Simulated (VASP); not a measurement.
A run of VASP 6.6.1 is set up as follows.

Contents of POSCAR:

```
AlN
1.0
    0.0000000000      2.2504227048      2.1105448577
    2.2504227048      0.0000000000      2.1105448577
    2.2504227048      2.2504227048      0.0000000000
Al N
1 1
Direct
    0.0000000000      0.0000000000      0.0000000000
    0.2500000000      0.2500000000      0.2500000000
```

Contents of INCAR.step1:

```
ALGO = Normal
EDIFF = 1E-4
ENCUT = 520
GGA = PE
ISMEAR = 0
LASPH = True
LCHARG = False
LREAL = False
LWAVE = True
NBANDS = 11
NELM = 60
PREC = Accurate
SIGMA = 0.01
```

INCAR.step2

```
ALGO = Normal
EDIFF = 1E-6
ENCUT = 520
ISIF = 2
ISMEAR = 0
ISTART = 1
LASPH = True
LCHARG = False
LMIXTAU = True
LREAL = False
LWAVE = False
METAGGA = R2SCAN
NBANDS = 11
NELM = 60
PREC = Accurate
SIGMA = 0.01
```

File KPOINTS:

```
k-points
0
Gamma
  10 10 10
```

Potentials or basis: VASP PAW PBE potentials, release 64 (Al, N).

Launch:

```bash
$ cat potpaw_PBE.64/Al/POTCAR potpaw_PBE.64/N/POTCAR > POTCAR
$ cp INCAR.step1 INCAR
$ mpirun -np 1 vasp_std > vasp.out
$ cp INCAR.step2 INCAR
$ mpirun -np 1 vasp_std > vasp.out
```

(1) What does it give for the band gap on the k mesh?

(2) Predict the pressure.

## Answers

(1) 3.59 eV (least direct gap 4.47 eV).

(2) -5.6 GPa.

Caveat: the cell differs from its parent crystal (epitaxial xy strain +3.0%); the cell stands under tension; the PAW data sets were made with another functional, which shifts forces and pressure a little.
